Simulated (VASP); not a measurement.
Crystal: SnO2 (Cassiterite).

```
Sn O
1.0
     4.80035    0.00000    0.00000
     0.00000    4.80035    0.00000
     0.00000    0.00000    3.22843
Sn O
2 4
Direct
  0.50000 0.50000 0.50000
  0.00000 0.00000 0.00000
  0.80710 0.19290 0.50000
  0.69290 0.69290 0.00000
  0.19290 0.80710 0.50000
  0.30710 0.30710 0.00000
```

Program: VASP 6.6.1. Alike in all runs: task single point; potentials or basis VASP PAW PBE potentials, release 64 (Sn_d, O); no spin polarisation; cell as given; k mesh 6 × 6 × 8; cutoff (eV) 520.

Q: Order these runs on this cell by their pressure, lowest first.
A. level revPBE+D3(BJ); smearing fermi-dirac 0.05 eV
B. level BLYP+D3(BJ); smearing fermi-dirac 0.05 eV
C. level revPBE; smearing gaussian 0.05 eV

A: A (0.6 GPa), B (2.6 GPa), C (6.3 GPa).

Caveats: the PAW data sets were made with another functional, which shifts forces and pressure a little.
